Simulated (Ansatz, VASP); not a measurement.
## One calculation of FeO, two programs

```
Fe O
1.0
     0.00000    2.15540    2.15540
     2.15540    0.00000    2.15540
     2.15540    2.15540    0.00000
Fe O
1 1
Cartesian
  0.0000 0.0000 0.0000
  2.1554 2.1554 2.1554
```

Alike in both runs: functional revPBE; k mesh 11 × 11 × 11; occupations fermi-dirac, width 0.05 eV; collinear spin.

|  | VASP | Ansatz |
| --- | --- | --- |
| version | VASP 6.6.1 | Ansatz 0.2.0 |
| potentials or method | VASP PAW PBE potentials, release 64 (Fe_sv, O) | Ansatz PAW |
| plane-wave cutoff (eV) | 600 | 420 |
| valence electrons in the cell | 22 | 22 |
| task | single point | band structure |

|  | VASP | Ansatz | Ansatz less VASP |
| --- | --- | --- | --- |
| gap on the k mesh at the Fermi level (eV) | none | none | - |
| pressure (GPa) | 1.4 | 3.9 | +2.47 |
| net moment per atom (μB) | 2.00 | 2.00 | 0.000 |
| size of the moment on the site where the two differ most (μB) | 3.48 | 3.46 | -0.028 |

VASP's potentials were made for PBE, not for revPBE. Site moments also hang on the region over which each program counts them. A gap of «none» marks a metal or a gap that the smearing closes. With one functional, cell and mesh, what is left measures potentials, basis and numerics.
